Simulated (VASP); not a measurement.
# BiTe (I4/mmm) in VASP: notebook

BiTe is run at these levels: PBE; tasks: single point.

All numbers are computed with VASP 6.6.1; they aren't measurements. Logs are shortened: lines on timing, memory, paths and dates and some standing lists are left out, and cuts for length are marked.

### 1 The cell of the first run

Symmetry: I4/mmm, No. 139, tetragonal system. The conventional cell has a = 4.460 Å, b = 4.460 Å, c = 6.405 Å, α = 90.00°, β = 90.00°, γ = 90.00°. Within 4.1 Å of Bi (site symmetry 4/mmm) lie 6 Te at 3.15 to 3.20 Å. Te (site symmetry 4/mmm) has 6 Bi at 3.15 to 3.20 Å within 4.1 Å.

### 2 Single point, PBE (strain -0.030 along x and y, -0.015 along z)

The input, INCAR:

```
PREC = Accurate
ENCUT = 520
EDIFF = 1E-6
ISMEAR = 0
SIGMA = 0.15
LREAL = F
LASPH = T
NELM = 100
ALGO = Normal
ISIF = 2
LWAVE = F
LCHARG = F
GGA = PE
NBANDS = 18
```

The input, KPOINTS:

```
Automatic mesh
0
Gamma
  16 16 16
```

The input, POSCAR:

```
BiTe
1.0
    0.0000000000      3.1536583361      3.2024262485
    3.1536583361      0.0000000000      3.2024262485
    3.1536583361      3.1536583361      0.0000000000
Bi Te
1 1
Direct
    0.0000000000      0.0000000000      0.0000000000
    0.5000000000      0.5000000000      0.5000000000
```

Potentials or basis: VASP PAW PBE potentials, release 64 (Bi_d, Te).

Run with:

```bash
> cat potpaw_PBE.64/Bi_d/POTCAR potpaw_PBE.64/Te/POTCAR > POTCAR
> mpirun -np 1 vasp_std > vasp.out
```

OUTCAR:

```text
PREC = Accurate
   ENCUT = 520
   EDIFF = 1E-6
   ISMEAR = 0
   LREAL = F
   LASPH = T
   NELM = 100
   ISIF = 2
   GGA = PE

 ion  position               nearest neighbor table
   1  0.000  0.000  0.000-   2 3.15   2 3.15   2 3.15   2 3.15   2 3.20   2 3.20
   2  0.500  0.500  0.500-   1 3.15   1 3.15   1 3.15   1 3.15   1 3.20   1 3.20

  LATTYP: Found a body centered tetragonal cell.
 ALAT       =     4.4599463900
 C/A-ratio  =     1.4360828443

  Lattice vectors:

 A1 = (  -3.1536583361,   0.0000000000,   3.2024262485)
 A2 = (   3.1536583361,   0.0000000000,   3.2024262485)
 A3 = (   0.0000000000,   3.1536583361,  -3.2024262485)

Analysis of symmetry for initial positions (statically):
=====================================================================
 Subroutine PRICEL returns:
 Original cell was already a primitive cell.

 Routine SETGRP: Setting up the symmetry group for a
 body centered tetragonal supercell.

 Subroutine GETGRP returns: Found 16 space group operations
 (whereof 16 operations were pure point group operations)
 out of a pool of 16 trial point group operations.

The static configuration has the point symmetry D_4h.

Analysis of symmetry for dynamics (positions and initial velocities):
=====================================================================
 Subroutine PRICEL returns:
 Original cell was already a primitive cell.

 Routine SETGRP: Setting up the symmetry group for a
 body centered tetragonal supercell.

 Subroutine GETGRP returns: Found 16 space group operations
 (whereof 16 operations were pure point group operations)
 out of a pool of 16 trial point group operations.

The dynamic configuration has the point symmetry D_4h.

 Subroutine INISYM returns: Found 16 space group operations
 (whereof 16 operations are pure point group operations),
 and found     1 'primitive' translations

----------------------------------------------------------------------------------------

                                     Primitive cell

  volume of cell :      63.6999

  direct lattice vectors                    reciprocal lattice vectors
     0.000000000  3.153658336  3.202426249    -0.158546027  0.158546027  0.156131621
     3.153658336  0.000000000  3.202426249     0.158546027 -0.158546027  0.156131621
     3.153658336  3.153658336  0.000000000     0.158546027  0.158546027 -0.156131621

  length of vectors
     4.494562802  4.494562802  4.459946390     0.273222928  0.273222928  0.273222928

  position of ions in fractional coordinates (direct lattice)
     0.000000000  0.000000000  0.000000000
     0.500000000  0.500000000  0.500000000

  ion indices of the primitive-cell ions
   primitive index   ion index
                 1           1
                 2           2

----------------------------------------------------------------------------------------

 KPOINTS: Automatic mesh

Automatic generation of k-mesh.
 Grid dimensions read from file:
 generate k-points for:   16   16   16

 Generating k-lattice:

  Cartesian coordinates                     Fractional coordinates (reciprocal lattice)
    -0.009909127  0.009909127  0.009758226     0.062500000  0.000000000  0.000000000
     0.009909127 -0.009909127  0.009758226     0.000000000  0.062500000  0.000000000
     0.009909127  0.009909127 -0.009758226     0.000000000  0.000000000  0.062500000

  Length of vectors
     0.017076433  0.017076433  0.017076433

  Shift w.r.t. Gamma in fractional coordinates (k-lattice)
     0.000000000  0.000000000  0.000000000

 Subroutine IBZKPT returns following result:
 ===========================================

 Found    349 irreducible k-points:

 Following reciprocal coordinates:
            Coordinates               Weight
  0.000000  0.000000  0.000000      1.000000
  0.062500  0.000000  0.000000      8.000000
  0.125000  0.000000  0.000000      8.000000
  0.187500  0.000000  0.000000      8.000000
  0.250000  0.000000  0.000000      8.000000
  0.312500  0.000000  0.000000      8.000000
[... 16 lines left out ...]
 -0.125000  0.062500  0.000000      8.000000
 -0.062500  0.062500  0.000000      4.000000
 [... further k-points ...]
   k-points           NKPTS =    349   k-points in BZ     NKDIM =    349   number of bands    NBANDS=     18
   number of dos      NEDOS =    301   number of ions     NIONS =      2
   total plane-waves  NPLWV =  46656
   dimension x,y,z NGX =    36 NGY =   36 NGZ =   36
   dimension x,y,z NGXF=    72 NGYF=   72 NGZF=   72
   ions per type =               1   1
   NGX,Y,Z   is equivalent  to a cutoff of  13.32, 13.32, 13.42 a.u.
   NGXF,Y,Z  is equivalent  to a cutoff of  26.63, 26.63, 26.84 a.u.
 SYSTEM =  unknown system
   PREC   = accura    normal or accurate (medium, high low for compatibility)
   ISTART =      0    job   : 0-new  1-cont  2-samecut
   ICHARG =      2    charge: 1-file 2-atom 10-const
   ISPIN  =      1    spin polarized calculation?
   LNONCOLLINEAR =      F non collinear calculations
   LSORBIT =      F    spin-orbit coupling
   LASPH  =      T    aspherical Exc in radial PAW
   ENCUT  =  520.0 eV  38.22 Ry    6.18 a.u.   8.36  8.36  8.29*2*pi/ulx,y,z
   NELM   =    100;   NELMIN=  2; NELMDL= -5     # of ELM steps
   EDIFF  = 0.1E-05   stopping-criterion for ELM
   LREAL  =      F    real-space projection
[... 7 lines left out ...]
   TEBEG  =    0.0;   TEEND  =   0.0 temperature during run
   PSTRESS=    0.0 pullay stress
   NELECT =      21.0000    total number of electrons
   NUPDOWN=      -1.0000    fix difference up-down
   EMIN   =  10.00;   EMAX   =-10.00  energy-range for DOS
   EFERMI =   0.00;   METHOD = LEGACY
   ISMEAR =     0;   SIGMA  =   0.15  broadening in eV -4-tet -1-fermi 0-gaus
   EFERMI_NEDOS =   21; number of points for ismear=-14 and -15
   IALGO  =     38    algorithm
   IMIX   =      4    mixing-type and parameters
     AMIX     =   0.40;   BMIX     =  1.00
     AMIX_MAG =   1.60;   BMIX_MAG =  1.00
  volume/ion in A,a.u.               =      31.85       214.93
  Fermi-wavevector in a.u.,A,eV,Ry     =   1.130928  2.137145 17.401840  1.278999
  Thomas-Fermi vector in A             =   2.267626
   LORBIT       =      0    0 simple, 1 ext, 2 COOP (PROOUT), +10 PAW based schemes
   GGA     = PE    functional components
   LHFCALC =     F    Hartree Fock is set to
   AEXX    =    0.0000 exact exchange contribution
   IVDW    =     0    specifies the selected vdW correction
   LEPSILON=     F    determine dielectric tensor
   LRPA    =     F    only Hartree local field effects (RPA)
 non-spin polarized calculation
 Gauss-broadening in eV      SIGMA  =   0.15
  energy-cutoff  :      520.00
  volume of cell :       63.70
 maximum number of plane-waves:      1745
 NGX is ok and might be reduce to    36
   NGX = 17   NGY = 17   NGZ = 17

 number of electron      21.0000002 magnetization

 Free energy of the ion-electron system (eV)
  ---------------------------------------------------
  ext. energy  EPLUGINS =         0.00000000
  ---------------------------------------------------
  free energy    TOTEN  =        -7.11532204 eV

  energy without entropy =       -7.09979394  energy(sigma->0) =       -7.10755799

 E-fermi :   7.4228     XC(G=0):  -9.7094

 val. band max:        7.4181348811   @ k =   0.4375   0.0000   0.0625
 cond. band min:       7.4254013949   @ k =  -0.2500   0.0625   0.0000
 fundamental gap:      0.0072665137
 Fermi energy:         7.4227808294

 k-point     1 :       0.0000    0.0000    0.0000
  band No.  band energies     occupation
      1     -15.7727      2.00000
      2     -15.7656      2.00000
      3     -15.7611      2.00000
      4     -15.7571      2.00000
      5     -15.7571      2.00000
      6      -6.5533      2.00000
[... 10 lines left out ...]
     17      13.6958      0.00000
     18      13.8019      0.00000

 k-point     2 :       0.0625    0.0000    0.0000
  band No.  band energies     occupation
      1     -15.7729      2.00000
      2     -15.7654      2.00000
      3     -15.7612      2.00000
      4     -15.7569      2.00000
      5     -15.7568      2.00000
      6      -6.5155      2.00000
[... 10 lines left out ...]
     17      13.9430      0.00000
     18      14.1174      0.00000

 k-point     3 :       0.1250    0.0000    0.0000
  band No.  band energies     occupation
      1     -15.7735      2.00000
      2     -15.7649      2.00000
      3     -15.7615      2.00000
      4     -15.7565      2.00000
      5     -15.7560      2.00000
      6      -6.4023      2.00000
[... 10 lines left out ...]
     17      14.5781      0.00000
     18      14.8906      0.00000

 k-point     4 :       0.1875    0.0000    0.0000
  band No.  band energies     occupation
      1     -15.7744      2.00000
      2     -15.7648      2.00000
      3     -15.7614      2.00000
      4     -15.7557      2.00000
      5     -15.7548      2.00000
      6      -6.2147      2.00000
[... 10 lines left out ...]
     17      15.4372      0.00000
     18      15.8523      0.00000

 k-point     5 :       0.2500    0.0000    0.0000
  band No.  band energies     occupation
      1     -15.7756      2.00000
      2     -15.7655      2.00000
      3     -15.7606      2.00000
      4     -15.7545      2.00000
      5     -15.7533      2.00000
      6      -5.9549      2.00000
[... 10 lines left out ...]
     17      16.3970      0.00000
     18      16.8547      0.00000

 k-point     6 :       0.3125    0.0000    0.0000
  band No.  band energies     occupation
      1     -15.7768      2.00000
      2     -15.7666      2.00000
      3     -15.7598      2.00000
      4     -15.7532      2.00000
      5     -15.7517      2.00000
      6      -5.6258      2.00000
[... 10 lines left out ...]
     17      17.1665      0.00000
     18      17.8064      0.00000

 k-point     7 :       0.3750    0.0000    0.0000
  band No.  band energies     occupation
      1     -15.7779      2.00000
      2     -15.7675      2.00000
      3     -15.7592      2.00000
      4     -15.7519      2.00000
      5     -15.7503      2.00000
      6      -5.2327      2.00000
[... 10 lines left out ...]
     17      16.9811      0.00000
     18      18.2502      0.00000

 k-point     8 :       0.4375    0.0000    0.0000
  band No.  band energies     occupation
      1     -15.7787      2.00000
      2     -15.7682      2.00000
      3     -15.7588      2.00000
      4     -15.7510      2.00000
      5     -15.7494      2.00000
      6      -4.7884      2.00000
[... 10 lines left out ...]
     17      16.1380      0.00000
     18      17.3181      0.00000
[... 229 lines left out ...]
     17      16.4078      0.00000
     18      17.5524      0.00000

 k-point    20 :      -0.3125    0.0625    0.0000
  band No.  band energies     occupation
      1     -15.7779      2.00000
      2     -15.7667      2.00000
      3     -15.7584      2.00000
      4     -15.7530      2.00000
      5     -15.7515      2.00000
      6      -5.4615      2.00000
[... 10 lines left out ...]
     17      16.6288      0.00000
     18      17.6536      0.00000

 k-point    21 :      -0.2500    0.0625    0.0000
  band No.  band energies     occupation
      1     -15.7769      2.00000
      2     -15.7656      2.00000
      3     -15.7588      2.00000
      4     -15.7545      2.00000
      5     -15.7531      2.00000
      6      -5.8132      2.00000
[... 10 lines left out ...]
     17      15.7672      0.00000
     18      17.5794      0.00000

 k-point    22 :      -0.1875    0.0625    0.0000
  band No.  band energies     occupation
      1     -15.7757      2.00000
      2     -15.7647      2.00000
      3     -15.7595      2.00000
      4     -15.7559      2.00000
      5     -15.7545      2.00000
      6      -6.0976      2.00000
[... 10 lines left out ...]
     17      14.8643      0.00000
     18      16.4666      0.00000

 k-point    23 :      -0.1250    0.0625    0.0000
  band No.  band energies     occupation
      1     -15.7746      2.00000
      2     -15.7644      2.00000
      3     -15.7603      2.00000
      4     -15.7567      2.00000
      5     -15.7558      2.00000
      6      -6.3108      2.00000
[... 10 lines left out ...]
     17      14.1654      0.00000
     18      15.4003      0.00000

 k-point    24 :      -0.0625    0.0625    0.0000
  band No.  band energies     occupation
      1     -15.7736      2.00000
      2     -15.7647      2.00000
      3     -15.7608      2.00000
      4     -15.7570      2.00000
      5     -15.7565      2.00000
      6      -6.4505      2.00000
[... 10 lines left out ...]
     17      13.8343      0.00000
     18      14.5756      0.00000

 [... further k-points ...]

------------------------ aborting loop because EDIFF is reached ----------------------------------------

  FORCE on cell =-STRESS in cart. coord.  units (eV):
  Direction    XX          YY          ZZ          XY          YZ          ZX
  --------------------------------------------------------------------------------------
  -------------------------------------------------------------------------------------
  Total        1.9194441      1.9194441      1.2588938      0.0000000      0.0000000      0.0000000
  in kB       48.2778190     48.2778190     31.6636698      0.0000000      0.0000000      0.0000000
  external PRESSURE =      42.7397693 kB  Pullay stress =       0.0000000 kB

 VOLUME and BASIS-vectors are now :
 -----------------------------------------------------------------------------
  energy-cutoff  :      520.00
  volume of cell :       63.70
      direct lattice vectors                 reciprocal lattice vectors
     0.000000000  3.153658336  3.202426249    -0.158546027  0.158546027  0.156131621
     3.153658336  0.000000000  3.202426249     0.158546027 -0.158546027  0.156131621
     3.153658336  3.153658336  0.000000000     0.158546027  0.158546027 -0.156131621

 POSITION                                       TOTAL-FORCE (eV/Angst)
 -----------------------------------------------------------------------------------
      0.00000      0.00000      0.00000         0.000000     -0.000000      0.000000
      3.15366      3.15366      3.20243        -0.000000      0.000000     -0.000000
 -----------------------------------------------------------------------------------
    total drift:                               -0.000000      0.000000      0.000000

  FREE ENERGIE OF THE ION-ELECTRON SYSTEM (eV)
  ---------------------------------------------------
  free  energy   TOTEN  =        -7.1153220427 eV

  energy  without entropy=       -7.0997939439  energy(sigma->0) =       -7.10755799
```

Run time: 2.8 min. Hardware: 1 thread of AMD EPYC 9R45 (Zen 5), shared host; peak memory 0.48 GiB.

Results:

- Free energy: -7.1153 eV
- Pressure: 4.3 GPa
- Band gap on the k mesh: zero (an odd number of electrons rules out a gap without spin polarisation)

Stress tensor (GPa, compression positive):
```
4.83 0.00 0.00
0.00 4.83 0.00
0.00 0.00 3.17
```

Caveat: the cell differs from its parent crystal (strain -0.030 along x and y, -0.015 along z); the cell stands under pressure; spin-orbit coupling is left out, which moves the levels of the heavy elements; an odd number of electrons without spin polarisation forces a metal; a magnetic or distorted state may lie lower.

(Part 1 of 2 ends here.)
